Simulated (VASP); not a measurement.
Write the native input for VASP 6.6.1 that does the following.

| Quantity | Value |
| --- | --- |
| Task | single point |
| Functional | PBE |
| Dispersion | D3(BJ) |
| Potentials or basis | VASP PAW PBE potentials, release 64 (Na_pv, La, Mn_pv, Mo_sv, O) |
| Cutoff | 520 eV |
| k mesh | 5 × 5 × 5 |
| Occupations | fermi-dirac, width 0.05 eV |
| Spin | collinear spin, ferromagnetic start |
| Starting moments | [0.0, 0.0, 4.0, 1.0, 0.0, 0.0, 0.0, 0.0, 0.0, 0.0] μB |
| Dipole correction | no |
| Further INCAR settings | ALGO = Normal; EDIFF = 1e-06; NBANDS = 56 |

The structure of NaLaMnMoO6 lies in POSCAR:

```
NaLaMnMoO6
1.0
   -2.7115560600      2.7115560600      3.8655861381
    2.7115560600     -2.7115560600      3.8655861381
    2.7115560600      2.7115560600     -3.8655861381
Na La Mn Mo O
1 1 1 1 6
Direct
    0.2500000000      0.7500000000      0.5000000000
    0.7500000000      0.2500000000      0.5000000000
    0.5000000000      0.5000000000      0.0000000000
    0.0000000000      0.0000000000      0.0000000000
    0.2067556669      0.2992264428      0.5038189998
    0.2970633328      0.7932443331      0.0924707759
    0.7954074430      0.7029366672      0.4961810002
    0.7007735572      0.2045925570      0.9075292241
    0.2531224195      0.2531224195      0.0000000000
    0.7468775805      0.7468775805      0.0000000000
```

These files were run (other wordings do the same):

INCAR

```
SYSTEM = NaLaMnMoO6
PREC = Accurate
ENCUT = 520
EDIFF = 1E-6
ISMEAR = -1
SIGMA = 0.05
LREAL = .FALSE.
LASPH = .TRUE.
NELM = 150
ALGO = Normal
ISIF = 2
LWAVE = .FALSE.
LCHARG = .FALSE.
ISPIN = 2
MAGMOM = 0 0 4 1 0 0 0 0 0 0
LORBIT = 11
LMAXMIX = 6
GGA = PE
IVDW = 12
NBANDS = 56
```

KPOINTS

```
regular mesh
0
G
  5 5 5
  0 0 0
```

Potentials or basis: VASP PAW PBE potentials, release 64 (Na_pv, La, Mn_pv, Mo_sv, O).

Launch:

```sh
$ cat potpaw_PBE.64/Na_pv/POTCAR potpaw_PBE.64/La/POTCAR potpaw_PBE.64/Mn_pv/POTCAR potpaw_PBE.64/Mo_sv/POTCAR potpaw_PBE.64/O/POTCAR > POTCAR
$ mpirun -np 1 vasp_std > vasp.out
```

It gave:

```
Pressure                                              : -0.3 GPa
Largest force                                         : 0.055 eV/Å
Net moment                                            : -1.84 μB per cell
Site moments                                          : Na -0.00; La +0.02; Mn -2.35; Mo +0.57; O -0.02, -0.01 μB
Valence electrons inside the program's atomic spheres : Na 6.02; La 8.50; Mn 11.71; Mo 12.39; O 5.04
Dispersion energy per atom                            : -0.235 eV
```

Caveat: three body term missing; a cell with one magnetic atom can't hold antiferromagnetic order, which such compounds often take; pairwise dispersion overbinds metals, which lowers pressure and volume.

Wall time 6.6 min on 1 thread of Intel(R) Xeon(R) Platinum 8375C CPU @ 2.90GHz (Ice Lake) (shared host), peak memory 0.45 GiB.
